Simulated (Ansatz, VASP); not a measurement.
**Two plane-wave programs on Zn**

File INCAR:

```
ALGO = Normal ; EDIFF = 1E-6
ENCUT = 520 ; GGA = RE
ISIF = 2 ; ISMEAR = -1
LASPH = True ; LCHARG = False
LREAL = False ; LWAVE = False
NBANDS = 19 ; NELM = 100
PREC = Accurate ; SIGMA = 0.1
```

File KPOINTS:

```
k-points
0
Gamma
  22 22 10
```

POSCAR

```
Zn
1.0
    2.7510946402      0.0000000000      0.0000000000
   -1.3755473201      2.3825178467      0.0000000000
    0.0000000000      0.0000000000      5.1616186967
Zn
2
Direct
    0.3333333333      0.6666666667      0.2500000000
    0.6666666667      0.3333333333      0.7500000000
```

Input for Ansatz:

```yaml
crystal:
  lattice:
    - [2.7510946414, 0.0, 0.0]
    - [-1.3755473207, 2.3825178477, 0.0]
    - [0.0, 0.0, 5.1616187029]
  atoms:
    - { symbol: Zn, position: [0.3333333333, 0.6666666667, 0.25] }
    - { symbol: Zn, position: [0.6666666667, 0.3333333333, 0.75] }
hamiltonian:
  xc: revpbe
  pseudopotentials:
    kind: paw
    azcp:
      Zn: "pseudopotentials/Zn.paw.azcp"
basis:
  ecutwfc: 420
  fft_grid_basis: typed
kpoints:
  mp_grid: { grid: [22, 22, 10], shift: [0, 0, 0] }
magnetization:
  spin_polarized: false
scf:
  occupations: { method: fermi_dirac, width: 0.1 }
output:
  stress: true
```

Alike in both runs: task single point; functional revPBE; k mesh 22 × 22 × 10; occupations fermi-dirac, width 0.1 eV; no spin polarisation.

|  | VASP | Ansatz |
| --- | --- | --- |
| version | VASP 6.6.1 | Ansatz 0.2.0 |
| potentials or method | VASP PAW PBE potentials, release 64 (Zn), cutoff 520 eV | plane waves (420 eV) with PAW, scalar-relativistic |
| valence electrons in the cell | 24 | 24 |

|  | VASP | Ansatz | Ansatz less VASP |
| --- | --- | --- | --- |
| pressure (GPa) | -3.8 | -4.0 | -0.26 |
| traceless stress, the component that is largest in VASP (GPa) | 1.29 | 1.41 | +0.119 |

VASP's potentials were made for PBE, not for revPBE.
